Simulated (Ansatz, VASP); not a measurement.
**Nb: VASP beside Ansatz**

The input POSCAR:

```
Nb
1.0
   -1.6846877643      1.6846877643      1.6846877643
    1.6846877643     -1.6846877643      1.6846877643
    1.6846877643      1.6846877643     -1.6846877643
Nb
1
Direct
    0.0000000000      0.0000000000      0.0000000000
```

The input INCAR.step1:

```
SYSTEM = Nb
ALGO     = Normal         ! electronic algorithm
EDIFF    = 1E-4           ! SCF threshold, eV
ENCUT    = 520            ! plane-wave cutoff, eV
GGA      = PE             ! functional
ISMEAR   = 0              ! smearing method
LASPH    = .TRUE.         ! aspherical terms in the spheres
LCHARG   = .FALSE.        ! write CHGCAR
LREAL    = .FALSE.        ! projectors in reciprocal space
LWAVE    = .TRUE.         ! write WAVECAR
NBANDS   = 12             ! bands
NELM     = 80             ! most SCF steps
PREC     = Accurate       ! precision mode
SIGMA    = 0.1            ! smearing width, eV
```

File INCAR.step2:

```
SYSTEM = Nb
ALGO     = Normal         ! electronic algorithm
EDIFF    = 1E-6           ! SCF threshold, eV
ENCUT    = 520            ! plane-wave cutoff, eV
ISIF     = 2              ! what is computed and relaxed
ISMEAR   = 0              ! smearing method
ISTART   = 1            
LASPH    = .TRUE.         ! aspherical terms in the spheres
LCHARG   = .FALSE.        ! write CHGCAR
LMIXTAU  = .TRUE.       
LREAL    = .FALSE.        ! projectors in reciprocal space
LWAVE    = .FALSE.        ! write WAVECAR
METAGGA  = R2SCAN         ! meta-GGA
NBANDS   = 12             ! bands
NELM     = 80             ! most SCF steps
PREC     = Accurate       ! precision mode
SIGMA    = 0.1            ! smearing width, eV
```

File KPOINTS:

```
k-points
0
G
  18 18 18
  0 0 0
```

Input for Ansatz:

```yaml
crystal:
  lattice:
    - [-1.6846877643, 1.6846877643, 1.6846877643]
    - [1.6846877643, -1.6846877643, 1.6846877643]
    - [1.6846877643, 1.6846877643, -1.6846877643]
  atoms:
    - { symbol: Nb, position: [0.0, 0.0, 0.0] }
basis:
  ecutwfc: 500
kpoints:
  mp_grid: { grid: [18, 18, 18] }
hamiltonian:
  xc: r2scan
scf:
  occupations: { method: gaussian, width: 0.1 }
output:
  forces: true
  stress: true
  eigenvalues: true
```

Alike in both runs: task single point; functional r2SCAN; k mesh 18 × 18 × 18; occupations gaussian, width 0.1 eV; no spin polarisation.

|  | VASP | Ansatz |
| --- | --- | --- |
| version | VASP 6.6.1 | Ansatz 0.2.0 |
| potentials or method | VASP PAW PBE potentials, release 64 (Nb_sv), cutoff 520 eV | scalar-relativistic, plane waves, PAW |
| valence electrons in the cell | 13 | 13 |

```tsv
	VASP	Ansatz	Ansatz less VASP
gap on the k mesh at the Fermi level (eV)	none	none	-
pressure (GPa)	-9.4	-9.2	+0.19
```

VASP's potentials were made for PBE, not for r2SCAN. A gap of «none» marks a metal or a gap that the smearing closes.
